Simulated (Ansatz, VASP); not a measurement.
# One calculation of WSe4, two programs

```
CELL_PARAMETERS angstrom
-3.16175 3.16175 3.16175
3.16175 -3.16175 3.16175
3.16175 3.16175 -3.16175
ATOMIC_POSITIONS crystal
W 0.00000 0.00000 0.00000
Se 0.50000 0.50000 0.50000
Se 0.00000 0.00000 0.50000
Se 0.00000 0.50000 0.00000
Se 0.50000 0.00000 0.00000
```

Alike in both runs: task relaxation of cell and atoms; functional PBE; k mesh 4 × 4 × 4; occupations gaussian, width 0.1 eV; collinear spin.

|  | VASP | Ansatz |
| --- | --- | --- |
| version | VASP 6.6.1 | Ansatz 0.2.0 |
| potentials or method | VASP PAW PBE potentials, release 64 (W_sv, Se), cutoff 600 eV | scalar-relativistic, plane waves, PAW |
| valence electrons in the cell | 38 | 78 |

|  | VASP | Ansatz | Ansatz less VASP |
| --- | --- | --- | --- |
| gap on the k mesh at the Fermi level, each at its own relaxed structure (eV) | none | none | - |
| net moment per atom (μB) | 0.36 | 0.36 | 0.000 |
| size of the moment on the site where the two differ most (μB) | 1.48 | 1.30 | -0.178 |
| relaxed volume (Å³/atom) | 23.41 | 23.39 | -0.024 |
| relaxed cell length with the largest relative difference (Å) | 5.338 | 5.336 | -0.0018 |

Site moments also hang on the region over which each program counts them. A gap of «none» marks a metal or a gap that the smearing closes. VASP's potentials hold 38 valence electrons a cell and Ansatz's 78, so a difference there can come from the potentials and not from the codes. Ansatz's warnings: no starting moments.

Spin-orbit coupling is off throughout.
